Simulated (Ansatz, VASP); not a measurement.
One calculation of In, two programs

File INCAR:

```
SYSTEM = In
ALGO = Normal
EDIFF = 1E-6
ENCUT = 520
GGA = RP
ISIF = 2
ISMEAR = -1
LASPH = .True.
LCHARG = .False.
LREAL = .False.
LWAVE = .False.
NBANDS = 20
NELM = 100
PREC = Accurate
SIGMA = 0.1
```

The input KPOINTS:

```
k-points
0
Gamma
  9 9 9
  0 0 0
```

Contents of POSCAR:

```
In
1.0
    0.0000000000      3.2918195249      3.2918195249
    3.2918195249      0.0000000000      3.2918195249
    3.2918195249      3.2918195249      0.0000000000
In
2
Direct
    0.1250000000      0.1250000000      0.1250000000
    0.8750000000      0.8750000000      0.8750000000
```

Input for Ansatz:

```yaml
crystal:
  lattice:
    - [0.0, 3.2918195249, 3.2918195249]
    - [3.2918195249, 0.0, 3.2918195249]
    - [3.2918195249, 3.2918195249, 0.0]
  atoms:
    - { symbol: In, position: [0.125, 0.125, 0.125] }
    - { symbol: In, position: [0.875, 0.875, 0.875] }
hamiltonian:
  xc: rpbe
  pseudopotentials:
    kind: paw
    azcp:
      In: "pseudopotentials/In.paw.azcp"
basis:
  ecutwfc: 420
  fft_grid_basis: typed
kpoints:
  mp_grid: { grid: [9, 9, 9], shift: [0, 0, 0] }
magnetization:
  spin_polarized: false
scf:
  occupations: { method: fermi_dirac, width: 0.1 }
  lower_state_search: "off"
output:
  stress: true
```

Alike in both runs: task single point; functional RPBE; k mesh 9 × 9 × 9; occupations fermi-dirac, width 0.1 eV; no spin polarisation.

|  | VASP | Ansatz |
| --- | --- | --- |
| version | VASP 6.6.1 | Ansatz 0.2.0 |
| potentials or method | VASP PAW PBE potentials, release 64 (In_d), cutoff 520 eV | plane waves (420 eV) with PAW, scalar-relativistic |
| valence electrons in the cell | 26 | 26 |

|  | VASP | Ansatz | Ansatz less VASP |
| --- | --- | --- | --- |
| pressure (GPa) | 3.1 | 3.1 | +0.02 |

VASP's potentials were made for PBE, not for RPBE.
